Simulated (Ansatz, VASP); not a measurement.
**SnF4 in VASP and in Ansatz**

The input INCAR:

```
SYSTEM = SnF4
PREC = Accurate ; ENCUT = 520
EDIFF = 1E-6 ; ISMEAR = 0
SIGMA = 0.05 ; LREAL = .FALSE.
LASPH = .TRUE. ; NELM = 80
ALGO = Normal ; ISIF = 2
LWAVE = .FALSE. ; LCHARG = .FALSE.
GGA = CA ; NBANDS = 29
```

Contents of KPOINTS:

```
Automatic mesh
0
G
  8 8 8
  0 0 0
```

File POSCAR:

```
SnF4
1.0
   -1.9642500000      2.0250000000      3.9650000000
    1.9642500000     -2.0250000000      3.9650000000
    1.9642500000      2.0250000000     -3.9650000000
Sn F
1 4
Direct
    0.0000000000      0.0000000000      0.0000000000
    0.2370000000      0.2370000000      0.0000000000
    0.7630000000      0.7630000000      0.0000000000
    0.5000000000      0.0000000000      0.5000000000
    0.0000000000      0.5000000000      0.5000000000
```

Input for Ansatz:

```yaml
crystal:
  lattice:
    - [-1.96425, 2.025, 3.965]
    - [1.96425, -2.025, 3.965]
    - [1.96425, 2.025, -3.965]
  atoms:
    - { symbol: Sn, position: [0.0, 0.0, 0.0] }
    - { symbol: F, position: [0.237, 0.237, 0.0] }
    - { symbol: F, position: [0.763, 0.763, 0.0] }
    - { symbol: F, position: [0.5, 0.0, 0.5] }
    - { symbol: F, position: [0.0, 0.5, 0.5] }
basis:
  ecutwfc: 420
kpoints:
  mp_grid: { grid: [8, 8, 8] }
hamiltonian:
  xc: lda
scf:
  occupations: { method: gaussian, width: 0.05 }
output:
  forces: true
  stress: true
  eigenvalues: true
```

Change from the starting cell: strain -0.0300 x Voigt [1, 0, 0, 0, 0, 0], atoms carried along.

Alike in both runs: task single point; functional LDA; k mesh 8 × 8 × 8; occupations gaussian, width 0.05 eV; no spin polarisation.

```csv
,VASP,Ansatz
version,VASP 6.6.1,Ansatz 0.2.0
potentials or method,"VASP PAW LDA potentials, release 64 (Sn_d, F), cutoff 520 eV","scalar-relativistic, plane waves, PAW"
valence electrons in the cell,42,42
```

```tsv
	VASP	Ansatz	Ansatz less VASP
gap on the k mesh at the Fermi level (eV)	3.38	3.40	+0.014
least direct gap on the mesh (eV)	3.64	3.65	+0.011
pressure (GPa)	4.1	3.0	-1.10
traceless stress, the component that is largest in VASP (GPa)	6.68	6.98	+0.296
rms of the force components (eV/Å)	0.149	0.057	-0.0917
```

LDA's correlation is that of Perdew and Zunger in VASP and of Perdew and Wang (1992) in Ansatz. Atom by atom the forces differ by 0.092 eV/Å (rms over components).
